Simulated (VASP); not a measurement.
# WC (Fm-3m) in VASP: further runs

Aim: see how the results for WC move with the level of theory and the settings. Levels: r2SCAN, PBE, RPBE. Tasks: single point.

Program: VASP 6.6.1. These are calculated values, not measurements. Logs are shortened: lines on timing, memory, paths and dates and some standing lists are left out, and cuts for length are marked.

**1. The cell of the first run**

The structure is cubic, space group Fm-3m (No. 225). The conventional cell has a = 4.443 Å, b = 4.443 Å, c = 4.443 Å, α = 90.00°, β = 90.00°, γ = 90.00°. Within 2.9 Å of W (site symmetry m-3m) lie 6 C at 2.22 Å. Within 2.9 Å of C (site symmetry m-3m) lie 6 W at 2.22 Å.

**2. Single point, r2SCAN**

The input, POSCAR:

```
WC
1.0
    0.0000000000      2.2215384142      2.2215384142
    2.2215384142      0.0000000000      2.2215384142
    2.2215384142      2.2215384142      0.0000000000
W C
1 1
Direct
    0.0000000000      0.0000000000      0.0000000000
    0.5000000000      0.5000000000      0.5000000000
```

The input, INCAR.step1:

```
  PREC = Accurate
  ENCUT = 520
  ISMEAR = -1
  SIGMA = 0.05
  LREAL = F
  LASPH = T
  NELM = 80
  NBANDS = 16
  GGA = PE
  ALGO = Normal
  EDIFF = 1E-4
  LWAVE = T
  LCHARG = F
```

The input, INCAR.step2:

```
  PREC = Accurate
  ENCUT = 520
  EDIFF = 1E-6
  ISMEAR = -1
  SIGMA = 0.05
  LREAL = F
  LASPH = T
  NELM = 80
  ALGO = Normal
  ISIF = 2
  LWAVE = F
  LCHARG = F
  METAGGA = R2SCAN
  LMIXTAU = T
  NBANDS = 16
  ISTART = 1
```

The input, KPOINTS:

```
regular mesh
0
Gamma
  10 10 10
```

Potentials or basis: VASP PAW PBE potentials, release 64 (W_sv, C).

Run with:

```console
$ cat potpaw_PBE.64/W_sv/POTCAR potpaw_PBE.64/C/POTCAR > POTCAR
$ cp INCAR.step1 INCAR
$ mpirun -np 1 vasp_std > vasp.out
$ cp INCAR.step2 INCAR
$ mpirun -np 1 vasp_std > vasp.out
```

OUTCAR:

```text
PREC = Accurate
   ENCUT = 520
   EDIFF = 1E-6
   ISMEAR = -1
   LREAL = F
   LASPH = T
   NELM = 80
   ISIF = 2
   METAGGA = R2SCAN
   ISTART = 1

 ion  position               nearest neighbor table
   1  0.000  0.000  0.000-   2 2.22   2 2.22   2 2.22   2 2.22   2 2.22   2 2.22
   2  0.500  0.500  0.500-   1 2.22   1 2.22   1 2.22   1 2.22   1 2.22   1 2.22

  LATTYP: Found a face centered cubic cell.
 ALAT       =     4.4430768284

  Lattice vectors:

 A1 = (   0.0000000000,   2.2215384142,   2.2215384142)
 A2 = (   2.2215384142,   0.0000000000,   2.2215384142)
 A3 = (   2.2215384142,   2.2215384142,   0.0000000000)

Analysis of symmetry for initial positions (statically):
=====================================================================
 Subroutine PRICEL returns:
 Original cell was already a primitive cell.

 Routine SETGRP: Setting up the symmetry group for a
 face centered cubic supercell.

 Subroutine GETGRP returns: Found 48 space group operations
 (whereof 48 operations were pure point group operations)
 out of a pool of 48 trial point group operations.

The static configuration has the point symmetry O_h .

Analysis of symmetry for dynamics (positions and initial velocities):
=====================================================================
 Subroutine PRICEL returns:
 Original cell was already a primitive cell.

 Routine SETGRP: Setting up the symmetry group for a
 face centered cubic supercell.

 Subroutine GETGRP returns: Found 48 space group operations
 (whereof 48 operations were pure point group operations)
 out of a pool of 48 trial point group operations.

The dynamic configuration has the point symmetry O_h .

 Subroutine INISYM returns: Found 48 space group operations
 (whereof 48 operations are pure point group operations),
 and found     1 'primitive' translations

----------------------------------------------------------------------------------------

                                     Primitive cell

  volume of cell :      21.9276

  direct lattice vectors                    reciprocal lattice vectors
     0.000000000  2.221538414  2.221538414    -0.225069257  0.225069257  0.225069257
     2.221538414  0.000000000  2.221538414     0.225069257 -0.225069257  0.225069257
     2.221538414  2.221538414  0.000000000     0.225069257  0.225069257 -0.225069257

[... 73 lines left out ...]
 SYSTEM =  unknown system
   PREC   = accura    normal or accurate (medium, high low for compatibility)
   ISTART =      1    job   : 0-new  1-cont  2-samecut
   ICHARG =      0    charge: 1-file 2-atom 10-const
   ISPIN  =      1    spin polarized calculation?
   LNONCOLLINEAR =      F non collinear calculations
   LSORBIT =      F    spin-orbit coupling
   LASPH  =      T    aspherical Exc in radial PAW
   ENCUT  =  520.0 eV  38.22 Ry    6.18 a.u.   5.84  5.84  5.84*2*pi/ulx,y,z
   NELM   =     80;   NELMIN=  2; NELMDL=  0     # of ELM steps
   EDIFF  = 0.1E-05   stopping-criterion for ELM
   LREAL  =      F    real-space projection
   EDIFFG = 0.1E-04   stopping-criterion for IOM
   NSW    =      0    number of steps for IOM
   IBRION =     -1    ionic relax: 0-MD 1-quasi-New 2-CG
   NFREE  =      0    steps in history (QN), initial steepest desc. (CG)
   ISIF   =      2    stress and relaxation
   ISYM   =      2    0-nonsym 1-usesym 2-fastsym
   POTIM  = 0.5000    time-step for ionic-motion
   TEBEG  =    0.0;   TEEND  =   0.0 temperature during run
   PSTRESS=    0.0 pullay stress
   NELECT =      18.0000    total number of electrons
   NUPDOWN=      -1.0000    fix difference up-down
   EMIN   =  10.00;   EMAX   =-10.00  energy-range for DOS
   EFERMI =   0.00;   METHOD = LEGACY
   ISMEAR =    -1;   SIGMA  =   0.05  broadening in eV -4-tet -1-fermi 0-gaus
   EFERMI_NEDOS =   21; number of points for ismear=-14 and -15
   IALGO  =     38    algorithm
   IMIX   =      4    mixing-type and parameters
     AMIX     =   0.40;   BMIX     =  1.00
     AMIX_MAG =   1.60;   BMIX_MAG =  1.00
  volume/ion in A,a.u.               =      10.96        73.99
  Fermi-wavevector in a.u.,A,eV,Ry     =   1.532858  2.896681 31.968966  2.349653
  Thomas-Fermi vector in A             =   2.640005
   LORBIT       =      0    0 simple, 1 ext, 2 COOP (PROOUT), +10 PAW based schemes
   METAGGA = R2SCAN    functional components
   LHFCALC =     F    Hartree Fock is set to
   AEXX    =    0.0000 exact exchange contribution
   IVDW    =     0    specifies the selected vdW correction
   LEPSILON=     F    determine dielectric tensor
   LRPA    =     F    only Hartree local field effects (RPA)
 non-spin polarized calculation
  energy-cutoff  :      520.00
  volume of cell :       21.93
 maximum number of plane-waves:       609
   NGX = 11   NGY = 11   NGZ = 11

 number of electron      18.0000003 magnetization

 Free energy of the ion-electron system (eV)
  ---------------------------------------------------
  ext. energy  EPLUGINS =         0.00000000
  ---------------------------------------------------
  free energy    TOTEN  =       -60.58629065 eV

  energy without entropy =      -60.58013567  energy(sigma->0) =      -60.58321316

 E-fermi :  11.8654     XC(G=0): -14.5962

 val. band max:       11.7457860571   @ k =   0.3000   0.2000   0.1000
 cond. band min:      11.9156188238   @ k =   0.3000   0.3000   0.0000
 fundamental gap:      0.1698327667
 Fermi energy:        11.8654281544

 k-point     1 :       0.0000    0.0000    0.0000
  band No.  band energies     occupation
      1     -65.6683      2.00000
      2     -29.0078      2.00000
      3     -29.0078      2.00000
      4     -29.0078      2.00000
      5      -4.5419      2.00000
      6       9.1227      2.00000
[... 433 lines left out ...]
      3     -29.1691      2.00000
      4     -29.1531      2.00000
      5      -2.1606      2.00000
      6       4.6265      2.00000
[... 8 lines left out ...]
     15      24.0638      0.00000
     16      27.5921      0.00000

 [... further k-points ...]
[... 5 lines left out ...]
  --------------------------------------------------------------------------------------
  -------------------------------------------------------------------------------------
  Total       -2.3166174     -2.3166174     -2.3166174      0.0000000     -0.0000000     -0.0000000
  in kB     -169.2674346   -169.2674346   -169.2674346      0.0000000     -0.0000000     -0.0000000
  external PRESSURE =    -169.2674346 kB  Pullay stress =       0.0000000 kB

 VOLUME and BASIS-vectors are now :
 -----------------------------------------------------------------------------
  energy-cutoff  :      520.00
  volume of cell :       21.93
      direct lattice vectors                 reciprocal lattice vectors
     0.000000000  2.221538414  2.221538414    -0.225069257  0.225069257  0.225069257
     2.221538414  0.000000000  2.221538414     0.225069257 -0.225069257  0.225069257
     2.221538414  2.221538414  0.000000000     0.225069257  0.225069257 -0.225069257

 POSITION                                       TOTAL-FORCE (eV/Angst)
 -----------------------------------------------------------------------------------
      0.00000      0.00000      0.00000         0.000000      0.000000      0.000000
      2.22154      2.22154      2.22154        -0.000000     -0.000000      0.000000
 -----------------------------------------------------------------------------------
    total drift:                                0.000000     -0.000000     -0.000000

  FREE ENERGIE OF THE ION-ELECTRON SYSTEM (eV)
  ---------------------------------------------------
  free  energy   TOTEN  =       -60.5862906471 eV

  energy  without entropy=      -60.5801356688  energy(sigma->0) =      -60.58321316
```

OUTCAR.step1:

```text
PREC = Accurate
   ENCUT = 520
   ISMEAR = -1
   LREAL = F
   LASPH = T
   NELM = 80
[... 674 lines left out ...]
 -----------------------------------------------------------------------------------
      0.00000      0.00000      0.00000         0.000000      0.000000      0.000000
      2.22154      2.22154      2.22154         0.000000      0.000000      0.000000
 -----------------------------------------------------------------------------------
    total drift:                                0.000000     -0.000000     -0.000000

  FREE ENERGIE OF THE ION-ELECTRON SYSTEM (eV)
  ---------------------------------------------------
  free  energy   TOTEN  =       -21.5336104369 eV

  energy  without entropy=      -21.5268624736  energy(sigma->0) =      -21.53023646
```

Wall time 48 s (1 thread of AMD EPYC 9R45 (Zen 5), shared host); peak memory 0.12 GiB.

Results:

* Free energy: -60.5863 eV
* Pressure: -16.9 GPa
* Band gap on the k mesh: zero (band 9 reaches 12.83 eV, above the bottom of band 10 at 9.70 eV)

Levels at points of the mesh, in eV from the Fermi level:
```csv
k point,band 6,band 7,band 8,band 9,band 10,band 11,band 12,band 13
"(0.00, 0.00, 0.00)",-2.74,-2.74,-2.74,-1.13,-1.13,-1.13,-1.04,-1.04
"(0.50, 0.00, 0.00)",-9.89,-6.70,-6.70,0.96,0.96,2.28,5.25,8.69
"(0.50, 0.50, 0.00)",-5.84,-5.63,-2.68,-2.68,0.73,2.13,2.13,5.27
```

Caveat: the PAW data sets were made with another functional, which shifts forces and pressure a little; spin-orbit coupling is left out, which moves the levels of the heavy elements.

**3. Single point, r2SCAN**

This run uses another cell than the first one, of 11.17 Å³/atom, 1.019 times its volume.

The input, POSCAR:

```
WC
1.0
    0.0000000000      2.2356887219      2.2356887219
    2.2356887219      0.0000000000      2.2356887219
    2.2356887219      2.2356887219      0.0000000000
W C
1 1
Direct
    0.0000000000      0.0000000000      0.0000000000
    0.5000000000      0.5000000000      0.5000000000
```

The input, INCAR.step1:

```
SYSTEM = WC
PREC = Accurate
ENCUT = 520
ISMEAR = -1
SIGMA = 0.05
LREAL = .FALSE.
LASPH = .TRUE.
NELM = 100
NBANDS = 16
GGA = PE
ALGO = Normal
EDIFF = 1E-4
LWAVE = .TRUE.
LCHARG = .FALSE.
```

The input, INCAR.step2:

```
SYSTEM = WC
PREC = Accurate
ENCUT = 520
EDIFF = 1E-6
ISMEAR = -1
SIGMA = 0.05
LREAL = .FALSE.
LASPH = .TRUE.
NELM = 100
ALGO = Normal
ISIF = 2
LWAVE = .FALSE.
LCHARG = .FALSE.
METAGGA = R2SCAN
LMIXTAU = .TRUE.
NBANDS = 16
ISTART = 1
```

The input, KPOINTS:

```
regular mesh
0
G
  10 10 10
  0 0 0
```

Potentials or basis: VASP PAW PBE potentials, release 64 (W_sv, C).

Run with:

```console
$ cat potpaw_PBE.64/W_sv/POTCAR potpaw_PBE.64/C/POTCAR > POTCAR
$ cp INCAR.step1 INCAR
$ mpirun -np 1 vasp_std > vasp.out
$ cp INCAR.step2 INCAR
$ mpirun -np 1 vasp_std > vasp.out
```

OUTCAR:

```text
SYSTEM = WC
   PREC = Accurate
   ENCUT = 520
   EDIFF = 1E-6
   ISMEAR = -1
   LREAL = .FALSE.
   LASPH = .TRUE.
   NELM = 100
   ISIF = 2
   METAGGA = R2SCAN
   ISTART = 1

 ion  position               nearest neighbor table
   1  0.000  0.000  0.000-   2 2.24   2 2.24   2 2.24   2 2.24   2 2.24   2 2.24
   2  0.500  0.500  0.500-   1 2.24   1 2.24   1 2.24   1 2.24   1 2.24   1 2.24

  LATTYP: Found a face centered cubic cell.
 ALAT       =     4.4713774438

  Lattice vectors:

 A1 = (   0.0000000000,   2.2356887219,   2.2356887219)
 A2 = (   2.2356887219,   0.0000000000,   2.2356887219)
 A3 = (   2.2356887219,   2.2356887219,   0.0000000000)

Analysis of symmetry for initial positions (statically):
=====================================================================
 Subroutine PRICEL returns:
 Original cell was already a primitive cell.

 Routine SETGRP: Setting up the symmetry group for a
 face centered cubic supercell.

 Subroutine GETGRP returns: Found 48 space group operations
 (whereof 48 operations were pure point group operations)
 out of a pool of 48 trial point group operations.

The static configuration has the point symmetry O_h .

Analysis of symmetry for dynamics (positions and initial velocities):
=====================================================================
 Subroutine PRICEL returns:
 Original cell was already a primitive cell.

 Routine SETGRP: Setting up the symmetry group for a
 face centered cubic supercell.

 Subroutine GETGRP returns: Found 48 space group operations
 (whereof 48 operations were pure point group operations)
 out of a pool of 48 trial point group operations.

The dynamic configuration has the point symmetry O_h .

 Subroutine INISYM returns: Found 48 space group operations
 (whereof 48 operations are pure point group operations),
 and found     1 'primitive' translations

----------------------------------------------------------------------------------------

                                     Primitive cell

  volume of cell :      22.3493

[... 102 lines left out ...]
   EFERMI =   0.00;   METHOD = LEGACY
   ISMEAR =    -1;   SIGMA  =   0.05  broadening in eV -4-tet -1-fermi 0-gaus
   EFERMI_NEDOS =   21; number of points for ismear=-14 and -15
   IALGO  =     38    algorithm
   IMIX   =      4    mixing-type and parameters
     AMIX     =   0.40;   BMIX     =  1.00
     AMIX_MAG =   1.60;   BMIX_MAG =  1.00
  volume/ion in A,a.u.               =      11.17        75.41
  Fermi-wavevector in a.u.,A,eV,Ry     =   1.523156  2.878347 31.565566  2.320004
  Thomas-Fermi vector in A             =   2.631637
   LORBIT       =      0    0 simple, 1 ext, 2 COOP (PROOUT), +10 PAW based schemes
   METAGGA = R2SCAN    functional components
   LHFCALC =     F    Hartree Fock is set to
   AEXX    =    0.0000 exact exchange contribution
   IVDW    =     0    specifies the selected vdW correction
   LEPSILON=     F    determine dielectric tensor
   LRPA    =     F    only Hartree local field effects (RPA)
 non-spin polarized calculation
  energy-cutoff  :      520.00
  volume of cell :       22.35
 maximum number of plane-waves:       620
   NGX = 11   NGY = 11   NGZ = 11

 number of electron      18.0000001 magnetization

 Free energy of the ion-electron system (eV)
  ---------------------------------------------------
  ext. energy  EPLUGINS =         0.00000000
  ---------------------------------------------------
  free energy    TOTEN  =       -60.53448716 eV

  energy without entropy =      -60.52824853  energy(sigma->0) =      -60.53136784

 E-fermi :  11.5788     XC(G=0): -14.4744

 val. band max:       11.4583631009   @ k =   0.3000   0.2000   0.1000
 cond. band min:      11.6209175116   @ k =   0.3000   0.3000   0.0000
 fundamental gap:      0.1625544106
 Fermi energy:        11.5788413779

 k-point     1 :       0.0000    0.0000    0.0000
  band No.  band energies     occupation
      1     -65.9637      2.00000
      2     -29.3043      2.00000
      3     -29.3043      2.00000
      4     -29.3043      2.00000
      5      -4.6518      2.00000
      6       8.9101      2.00000
[... 433 lines left out ...]
      3     -29.4544      2.00000
      4     -29.4396      2.00000
      5      -2.3074      2.00000
      6       4.4540      2.00000
[... 8 lines left out ...]
     15      23.6251      0.00000
     16      27.1071      0.00000

 [... further k-points ...]
[... 5 lines left out ...]
  --------------------------------------------------------------------------------------
  -------------------------------------------------------------------------------------
  Total       -3.1396987     -3.1396987     -3.1396987      0.0000000      0.0000000      0.0000000
  in kB     -225.0787787   -225.0787787   -225.0787787      0.0000000      0.0000000      0.0000000
  external PRESSURE =    -225.0787787 kB  Pullay stress =       0.0000000 kB

 VOLUME and BASIS-vectors are now :
 -----------------------------------------------------------------------------
  energy-cutoff  :      520.00
  volume of cell :       22.35
      direct lattice vectors                 reciprocal lattice vectors
     0.000000000  2.235688722  2.235688722    -0.223644730  0.223644730  0.223644730
     2.235688722  0.000000000  2.235688722     0.223644730 -0.223644730  0.223644730
     2.235688722  2.235688722  0.000000000     0.223644730  0.223644730 -0.223644730

 POSITION                                       TOTAL-FORCE (eV/Angst)
 -----------------------------------------------------------------------------------
      0.00000      0.00000      0.00000         0.000000      0.000000      0.000000
      2.23569      2.23569      2.23569         0.000000      0.000000      0.000000
 -----------------------------------------------------------------------------------
    total drift:                                0.000000     -0.000000     -0.000000

  FREE ENERGIE OF THE ION-ELECTRON SYSTEM (eV)
  ---------------------------------------------------
  free  energy   TOTEN  =       -60.5344871602 eV

  energy  without entropy=      -60.5282485273  energy(sigma->0) =      -60.53136784
```

Run time: 54 s. Hardware: 1 thread of AMD EPYC 9R45 (Zen 5), shared host; peak memory 0.12 GiB.

Results:

```
Free energy            : -60.5345 eV
Pressure               : -22.5 GPa
Band gap on the k mesh : zero (band 9 reaches 12.50 eV, above the bottom of band 10 at 9.47 eV)
```

Caveat: the PAW data sets were made with another functional, which shifts forces and pressure a little; spin-orbit coupling is left out, which moves the levels of the heavy elements.

**4. Single point, PBE**

This run uses another cell than the first one, of 10.54 Å³/atom, 0.962 times its volume.

The input, INCAR:

```
PREC     = Accurate       # precision mode
ENCUT    = 520            # plane-wave cutoff, eV
EDIFF    = 1E-7           # SCF threshold, eV
ISMEAR   = 0              # smearing method
SIGMA    = 0.1            # smearing width, eV
LREAL    = False          # projectors in reciprocal space
LASPH    = True           # aspherical terms in the spheres
NELM     = 100            # most SCF steps
ALGO     = Normal         # electronic algorithm
ISIF     = 2              # what is computed and relaxed
LWAVE    = False          # write WAVECAR
LCHARG   = True           # write CHGCAR
GGA      = PE             # functional
LELF     = True           # ELF
LVHAR    = True         
NBANDS   = 16             # bands
```

The input, KPOINTS:

```
regular mesh
0
Gamma
  10 10 10
```

The input, POSCAR:

```
WC
1.0
    0.0000000000      2.1926840000      2.1926840000
    2.1926840000      0.0000000000      2.1926840000
    2.1926840000      2.1926840000      0.0000000000
W C
1 1
Direct
    0.0000000000      0.0000000000      0.0000000000
    0.5000000000      0.5000000000      0.5000000000
```

Run with:

```console
$ cat potpaw_PBE.64/W_sv/POTCAR potpaw_PBE.64/C/POTCAR > POTCAR
$ mpirun -np 1 vasp_std > vasp.out
```

Wall time 6.1 s (1 thread of Intel Xeon 6975P-C, shared host); peak memory 0.15 GiB.

It converged, with:

| Quantity | Value |
| --- | --- |
| Free energy | -21.5706 eV |
| Pressure | -0.6 GPa |
| Band gap on the k mesh | zero (band 9 reaches 13.45 eV, above the bottom of band 10 at 10.27 eV) |

Levels at points of the mesh, in eV from the Fermi level:
```tsv
k point	band 5	band 6	band 7	band 8	band 9	band 10	band 11	band 12	band 13	band 14
(0.00, 0.00, 0.00)	-15.86	-2.80	-2.80	-2.80	-1.13	-1.13	-1.13	-1.01	-1.01	6.43
(0.50, 0.00, 0.00)	-11.27	-9.85	-6.63	-6.63	0.99	0.99	2.27	4.87	8.72	8.72
(0.50, 0.50, 0.00)	-13.65	-5.81	-5.65	-2.56	-2.56	0.80	2.22	2.22	5.38	7.22
```

Caveat: spin-orbit coupling is left out, which moves the levels of the heavy elements.

[end of part 1 of 2]
